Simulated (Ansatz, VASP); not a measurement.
## HfO2 in VASP and in Ansatz

The input POSCAR:

```
HfO2
1.0
    0.0000000000      2.5575000000      2.5575000000
    2.5575000000      0.0000000000      2.5575000000
    2.5575000000      2.5575000000      0.0000000000
Hf O
1 2
Direct
    0.0000000000      0.0000000000      0.0000000000
    0.7500000000      0.7500000000      0.7500000000
    0.2500000000      0.2500000000      0.2500000000
```

Contents of INCAR.step1:

```
SYSTEM = HfO2
PREC     = Accurate       ! precision mode
ENCUT    = 520            ! plane-wave cutoff, eV
EDIFF    = 1E-5           ! SCF threshold, eV
ISMEAR   = -1             ! smearing method
SIGMA    = 0.05           ! smearing width, eV
LREAL    = .FALSE.        ! projectors in reciprocal space
LASPH    = .TRUE.         ! aspherical terms in the spheres
NELM     = 80             ! most SCF steps
ALGO     = Normal         ! electronic algorithm
ISIF     = 2              ! what is computed and relaxed
LWAVE    = .TRUE.         ! write WAVECAR
LCHARG   = .FALSE.        ! write CHGCAR
NBANDS   = 18             ! bands
GGA      = PE             ! functional
```

File INCAR.step2:

```
SYSTEM = HfO2
PREC     = Accurate       ! precision mode
ENCUT    = 520            ! plane-wave cutoff, eV
EDIFF    = 1E-6           ! SCF threshold, eV
ISMEAR   = -1             ! smearing method
SIGMA    = 0.05           ! smearing width, eV
LREAL    = .FALSE.        ! projectors in reciprocal space
LASPH    = .TRUE.         ! aspherical terms in the spheres
NELM     = 80             ! most SCF steps
ALGO     = Normal         ! electronic algorithm
ISIF     = 2              ! what is computed and relaxed
LWAVE    = .FALSE.        ! write WAVECAR
LCHARG   = .FALSE.        ! write CHGCAR
GGA      = PE             ! functional
LHFCALC  = .TRUE.         ! exact exchange
AEXX     = 0.1            ! exact-exchange fraction
HFSCREEN = 0.2078699      ! screening, 1/A
PRECFOCK = Normal       
NBANDS   = 18             ! bands
ISTART   = 1
```

KPOINTS

```
regular mesh
0
G
  5 5 5
  0 0 0
```

input.yaml

```yaml
crystal:
  lattice:
    - [0.0, 2.5575, 2.5575]
    - [2.5575, 0.0, 2.5575]
    - [2.5575, 2.5575, 0.0]
  atoms:
    - { symbol: Hf, position: [0.0, 0.0, 0.0] }
    - { symbol: O, position: [0.75, 0.75, 0.75] }
    - { symbol: O, position: [0.25, 0.25, 0.25] }
hamiltonian:
  xc:
    exchange: pbe
    correlation: pbe
    exx: { coeff: 0.1, omega: 0.2078699 }
  pseudopotentials: { kind: paw }
kpoints:
  mp_grid: { grid: [5, 5, 5] }
scf:
  occupations: { method: fermi_dirac, width: 0.05 }
output:
  forces: true
  stress: true
  eigenvalues: true
```

Alike in both runs: task single point; functional PBE-based screened hybrid with a share of 0.1 of exact exchange and HFSCREEN = 0.2078699; k mesh 5 × 5 × 5; occupations fermi-dirac, width 0.05 eV; no spin polarisation.

|  | VASP | Ansatz |
| --- | --- | --- |
| version | VASP 6.6.1 | Ansatz 0.2.0 |
| potentials or method | VASP PAW PBE potentials, release 64 (Hf_pv, O) | Ansatz PAW |
| plane-wave cutoff (eV) | 520 | 420 |
| valence electrons in the cell | 22 | 38 |

Ansatz gave:

```
gap on the k mesh at the Fermi level (eV) : 4.67
least direct gap on the mesh (eV)         : 4.96
pressure (GPa)                            : -5.1
```

Problem. Estimate VASP's values.

Solution. gap on the k mesh at the Fermi level (eV): 4.63; least direct gap on the mesh (eV): 4.95; pressure (GPa): -9.0.

VASP's potentials were made for PBE, not for PBE-based screened hybrid. VASP's potentials hold 22 valence electrons a cell and Ansatz's 38, so a difference there can come from the potentials and not from the codes.

The k mesh is coarse, so the values compare programs but aren't converged. Neither program's run includes spin-orbit coupling. Noted on Ansatz's run: odd divisions of the mesh miss points on the zone boundary, where band edges often lie, so the gap on the mesh can be too wide.
